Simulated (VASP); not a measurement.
## ZnAu: single point with PBEsol

ZnAu:

```
CELL_PARAMETERS angstrom
3.14700 0.00000 0.00000
0.00000 3.14700 0.00000
0.00000 0.00000 3.14700
ATOMIC_POSITIONS crystal
Zn 0.50000 0.50000 0.50000
Au 0.00000 0.00000 0.00000
```

```json
{"Program": "VASP 6.6.1", "Task": "single point", "Functional": "PBEsol", "Potentials or basis": "VASP PAW PBE potentials, release 64 (Zn, Au)", "Cutoff": "520 eV", "k mesh": "13 × 13 × 13", "Occupations": "fermi-dirac, width 0.05 eV", "Spin": "no spin polarisation", "Dipole correction": "no", "Further INCAR settings": "ALGO = Normal; EDIFF = 1e-07; NBANDS = 18"}
```

```json
{
  "Pressure": "-2.2 GPa",
  "Band gap on the k mesh": "zero (an odd number of electrons rules out a gap without spin polarisation)"
}
```

Levels at points of the mesh, in eV from the Fermi level:
```
           k point  band 7  band 8  band 9  band 10  band 11  band 12  band 13  band 14  band 15  band 16
(0.00, 0.00, 0.00)   -5.45   -5.45   -3.76    -3.76    -3.76     4.92     4.92     4.92     8.79    12.09
```

Wall time 21 s on 1 thread of Intel(R) Xeon(R) Platinum 8375C CPU @ 2.90GHz (Ice Lake), on a shared host, peak memory 0.17 GiB.

Caveat: the PAW data sets were made with another functional, which shifts forces and pressure a little; spin-orbit coupling is left out, which moves the levels of the heavy elements.
